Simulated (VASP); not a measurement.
# Mo (I4/mmm) in VASP: further runs, part 2 of 2

VASP 6.6.1.

### 4 Single point, PBE (strain +0.0250 x Voigt [0, 0, 1, 0, 0, 0])

INCAR

```
SYSTEM = Mo
PREC = Accurate ; ENCUT = 520
EDIFF = 1E-6 ; ISMEAR = 0
SIGMA = 0.15 ; LREAL = .FALSE.
LASPH = .TRUE. ; NELM = 100
ALGO = Fast ; ISIF = 2
LWAVE = .FALSE. ; LCHARG = .TRUE.
GGA = PE ; LELF = .TRUE.
LVHAR = .TRUE. ; NBANDS = 13
```

KPOINTS

```
regular mesh
0
G
  22 22 22
  0 0 0
```

POSCAR

```
Mo
1.0
   -1.5710000000      1.5710000000      1.6102750000
    1.5710000000     -1.5710000000      1.6102750000
    1.5710000000      1.5710000000     -1.6102750000
Mo
1
Direct
    0.0000000000      0.0000000000      0.0000000000
```

Potentials or basis: VASP PAW PBE potentials, release 64 (Mo_sv).

On the command line:

```sh
cat potpaw_PBE.64/Mo_sv/POTCAR > POTCAR
mpirun -np 1 vasp_std > vasp.out
```

OUTCAR:

```text
SYSTEM = Mo
   PREC = Accurate
   ENCUT = 520
   EDIFF = 1E-6
   ISMEAR = 0
   LREAL = .FALSE.
   LASPH = .TRUE.
   NELM = 100
   ISIF = 2
   GGA = PE

 ion  position               nearest neighbor table
   1  0.000  0.000  0.000-

  LATTYP: Found a body centered tetragonal cell.
 ALAT       =     3.1420000000
 C/A-ratio  =     1.0250000000

  Lattice vectors:

 A1 = (  -1.5710000000,   1.5710000000,   1.6102750000)
 A2 = (   1.5710000000,  -1.5710000000,   1.6102750000)
 A3 = (   1.5710000000,   1.5710000000,  -1.6102750000)

Analysis of symmetry for initial positions (statically):
=====================================================================
 Subroutine PRICEL returns:
 Original cell was already a primitive cell.

 Routine SETGRP: Setting up the symmetry group for a
 body centered tetragonal supercell.

 Subroutine GETGRP returns: Found 16 space group operations
 (whereof 16 operations were pure point group operations)
 out of a pool of 16 trial point group operations.

The static configuration has the point symmetry D_4h.

Analysis of symmetry for dynamics (positions and initial velocities):
=====================================================================
 Subroutine PRICEL returns:
 Original cell was already a primitive cell.

 Routine SETGRP: Setting up the symmetry group for a
 body centered tetragonal supercell.

 Subroutine GETGRP returns: Found 16 space group operations
 (whereof 16 operations were pure point group operations)
 out of a pool of 16 trial point group operations.

The dynamic configuration has the point symmetry D_4h.

 Subroutine INISYM returns: Found 16 space group operations
 (whereof 16 operations are pure point group operations),
 and found     1 'primitive' translations

----------------------------------------------------------------------------------------

                                     Primitive cell

[... 110 lines left out ...]
  Fermi-wavevector in a.u.,A,eV,Ry     =   1.569206  2.965370 33.503100  2.462408
  Thomas-Fermi vector in A             =   2.671123
   LORBIT       =      0    0 simple, 1 ext, 2 COOP (PROOUT), +10 PAW based schemes
   GGA     = PE    functional components
   LHFCALC =     F    Hartree Fock is set to
   AEXX    =    0.0000 exact exchange contribution
   IVDW    =     0    specifies the selected vdW correction
   LEPSILON=     F    determine dielectric tensor
   LRPA    =     F    only Hartree local field effects (RPA)
 non-spin polarized calculation
 RMM-DIIS sequential band-by-band and
 Gauss-broadening in eV      SIGMA  =   0.15
  energy-cutoff  :      520.00
  volume of cell :       15.90
 maximum number of plane-waves:       442
   NGX = 11   NGY = 11   NGZ = 11

 number of electron      14.0000003 magnetization

 Free energy of the ion-electron system (eV)
  ---------------------------------------------------
  ext. energy  EPLUGINS =         0.00000000
  ---------------------------------------------------
  free energy    TOTEN  =       -10.93183114 eV

  energy without entropy =      -10.92438869  energy(sigma->0) =      -10.92810992

 E-fermi :  12.3141     XC(G=0): -13.2956

 val. band max:       12.3117792589   @ k =   0.3636   0.0909   0.0455
 cond. band min:      12.3191874403   @ k =  -0.4091   0.4545   0.0455
 fundamental gap:      0.0074081814
 Fermi energy:        12.3141151749

 k-point     1 :       0.0000    0.0000    0.0000
  band No.  band energies     occupation
      1     -48.9540      2.00000
      2     -22.2632      2.00000
      3     -22.2555      2.00000
      4     -22.2555      2.00000
      5       5.1450      2.00000
      6      10.9078      2.00000
      7      10.9078      2.00000
      8      11.1798      2.00000
      9      13.7752      0.00000
     10      14.1238      0.00000
     11      26.8283      0.00000
     12      27.2931      0.00000
     13      27.2931      0.00000
[... 354 lines left out ...]
  band No.  band energies     occupation
      1     -48.7182      2.00000
      2     -23.5263      2.00000
      3     -22.6594      2.00000
      4     -22.2748      2.00000
      5       7.2447      2.00000
      6       9.1896      2.00000
      7      12.8943      0.00000
      8      13.8948      0.00000
      9      14.6740      0.00000
     10      16.6539      0.00000
     11      24.1623      0.00000
     12      24.6596      0.00000
     13      30.1463      0.00000

 [... further k-points ...]
[... 5 lines left out ...]
  --------------------------------------------------------------------------------------
  -------------------------------------------------------------------------------------
  Total        0.1247857      0.1247857     -0.5784912      0.0000000      0.0000000     -0.0000000
  in kB       12.5765975     12.5765975    -58.3035429      0.0000000      0.0000000     -0.0000000
  external PRESSURE =     -11.0501159 kB  Pullay stress =       0.0000000 kB

 VOLUME and BASIS-vectors are now :
 -----------------------------------------------------------------------------
  energy-cutoff  :      520.00
  volume of cell :       15.90
      direct lattice vectors                 reciprocal lattice vectors
    -1.571000000  1.571000000  1.610275000     0.000000000  0.318268619  0.310505969
     1.571000000 -1.571000000  1.610275000     0.318268619  0.000000000  0.310505969
     1.571000000  1.571000000 -1.610275000     0.318268619  0.318268619  0.000000000

 POSITION                                       TOTAL-FORCE (eV/Angst)
 -----------------------------------------------------------------------------------
      0.00000      0.00000      0.00000         0.000000      0.000000     -0.000000
 -----------------------------------------------------------------------------------
    total drift:                                0.000000      0.000000      0.000000

  FREE ENERGIE OF THE ION-ELECTRON SYSTEM (eV)
  ---------------------------------------------------
  free  energy   TOTEN  =       -10.9318311394 eV

  energy  without entropy=      -10.9243886936  energy(sigma->0) =      -10.92810992
```

OSZICAR:

```text
N       E                     dE             d eps       ncg     rms          rms(c)
DAV:   1     0.928641164652E+02    0.92864E+02   -0.80913E+03 21896   0.110E+03
DAV:   2    -0.104257750946E+02   -0.10329E+03   -0.99389E+02 25014   0.311E+02
DAV:   3    -0.116010778465E+02   -0.11753E+01   -0.11716E+01 24234   0.331E+01
DAV:   4    -0.116037843527E+02   -0.27065E-02   -0.27065E-02 24339   0.193E+00
DAV:   5    -0.116038021519E+02   -0.17799E-04   -0.17800E-04 24619   0.139E-01    0.141E+01
RMM:   6    -0.110127792765E+02    0.59102E+00   -0.70985E-01 21758   0.786E+00    0.403E+00
RMM:   7    -0.109346609282E+02    0.78118E-01   -0.20354E-01 22279   0.414E+00    0.113E+00
RMM:   8    -0.109320649806E+02    0.25959E-02   -0.10552E-02 24023   0.113E+00    0.149E-01
RMM:   9    -0.109318413583E+02    0.22362E-03   -0.11462E-03 24347   0.355E-01    0.434E-02
RMM:  10    -0.109318324113E+02    0.89470E-05   -0.19358E-04 24980   0.151E-01    0.226E-02
RMM:  11    -0.109318314642E+02    0.94707E-06   -0.14794E-05 24527   0.488E-02    0.185E-03
RMM:  12    -0.109318311394E+02    0.32488E-06   -0.31334E-06 18970   0.205E-02
   1 F= -.10931831E+02 E0= -.10928110E+02  d E =-.744245E-02
```

Run time: 90 s. Hardware: 1 thread of Intel Xeon 6975P-C, shared host; peak memory 0.26 GiB.

What came out:

- Free energy: -10.9318 eV
- Pressure: -1.1 GPa
- Band gap on the k mesh: zero (band 7 reaches 16.15 eV, above the bottom of band 8 at 11.16 eV)

Caveat: the cell differs from its parent crystal (strain +0.0250 x Voigt [0, 0, 1, 0, 0, 0]).

### 5 Single point, PBE (strain +0.0500 x Voigt [0, 0, 1, 0, 0, 0])

INCAR

```
PREC = Accurate ; ENCUT = 520
EDIFF = 1E-7 ; ISMEAR = 0
SIGMA = 0.15 ; LREAL = F
LASPH = T ; NELM = 80
ALGO = Fast ; ISIF = 2
LWAVE = F ; LCHARG = F
GGA = PE ; NBANDS = 13
```

KPOINTS

```
Automatic mesh
0
Gamma
  22 22 22
```

POSCAR

```
Mo
1.0
   -1.5710000000      1.5710000000      1.6495500000
    1.5710000000     -1.5710000000      1.6495500000
    1.5710000000      1.5710000000     -1.6495500000
Mo
1
Direct
    0.0000000000      0.0000000000      0.0000000000
```

On the command line:

```sh
cat potpaw_PBE.64/Mo_sv/POTCAR > POTCAR
mpirun -np 1 vasp_std > vasp.out
```

It took 2 min on 1 thread of Intel Xeon 6975P-C, shared host; peak memory 0.28 GiB.

Results (log left out):

```
Free energy            : -10.9059 eV
Pressure               : -6.8 GPa
Band gap on the k mesh : zero (band 7 reaches 15.60 eV, above the bottom of band 8 at 10.93 eV)
```

Stress tensor (GPa, compression positive):
```
 -2.45   0.00   0.00
  0.00  -2.45   0.00
  0.00   0.00 -15.36
```

Levels at points of the mesh, in eV from the Fermi level:
```tsv
k point	band 5	band 6	band 7	band 8	band 9	band 10
(0.00, 0.00, 0.00)	-7.09	-1.43	-1.43	-0.92	1.25	1.89
(0.50, 0.00, 0.00)	-5.05	-3.00	1.23	1.38	2.24	4.41
(0.50, 0.50, 0.00)	-5.11	-3.56	1.74	2.04	2.42	4.54
(0.50, 0.50, 0.50)	-5.18	-5.06	3.66	3.82	3.82	7.93
```

Caveat: the cell differs from its parent crystal (strain +0.0500 x Voigt [0, 0, 1, 0, 0, 0]).

### 6 The runs side by side

```csv
cell,further INCAR settings,gap on the mesh (eV),pressure (GPa)
"a = 2.676 Å, angles 108.1, 108.1, 112.2°, 1 atom",ALGO = Fast; EDIFF = 1e-06; NBANDS = 13,none,21.8
"a = 2.699 Å, angles 108.8, 108.8, 110.8°, 1 atom",ALGO = Fast; EDIFF = 1e-07; NBANDS = 13,none,12.9
"a = 2.744 Å, angles 110.1, 110.1, 108.1°, 1 atom",ALGO = Fast; EDIFF = 1e-06; NBANDS = 13,none,-1.1
"a = 2.767 Å, angles 110.8, 110.8, 106.8°, 1 atom",ALGO = Fast; EDIFF = 1e-07; NBANDS = 13,none,-6.8
```

Alike in all rows: task single point; level PBE; potentials or basis VASP PAW PBE potentials, release 64 (Mo_sv); no spin polarisation; k mesh 22 × 22 × 22; cutoff (eV) 520; smearing gaussian 0.15 eV.

Total energies depend on the potentials used, so only differences within one code and one set of settings carry meaning.
